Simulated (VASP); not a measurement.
Runs of VASP 6.6.1 on Al2B2As. The structure is that of space group P4/mbm (No. 127), or close to it. The cells are those of the table. 

```csv
task,cell,k mesh,cutoff (eV),gap on the mesh (eV),pressure (GPa),largest force (eV/Å)
single point,"a = 7.156, b = 7.156, c = 2.908 Å, 10 atoms",6 × 6 × 12,520,none,(a),-
single point,"a = 5.580, b = 5.580, c = 3.669 Å, 10 atoms",4 × 4 × 6,520,none,108.1,0.68
single point,"a = 7.122, b = 7.122, c = 2.956 Å, 10 atoms",4 × 4 × 6,520,none,-0.1,0.02
relaxation of cell and atoms,"relaxed from a = 5.580, b = 5.580, c = 3.669 Å, 10 atoms",4 × 4 × 6,600,none,-0.1,0.04
```

Alike in all rows: level PBE; potentials or basis VASP PAW PBE potentials, release 64 (Al, B, As); no spin polarisation; smearing gaussian 0.1 eV.

Fill in the values left out.

(a) 0.0.

A k mesh can miss the band edges, and the runs leave out spin-orbit coupling on As.

A gap of «none» marks levels without a gap at the run's occupations.
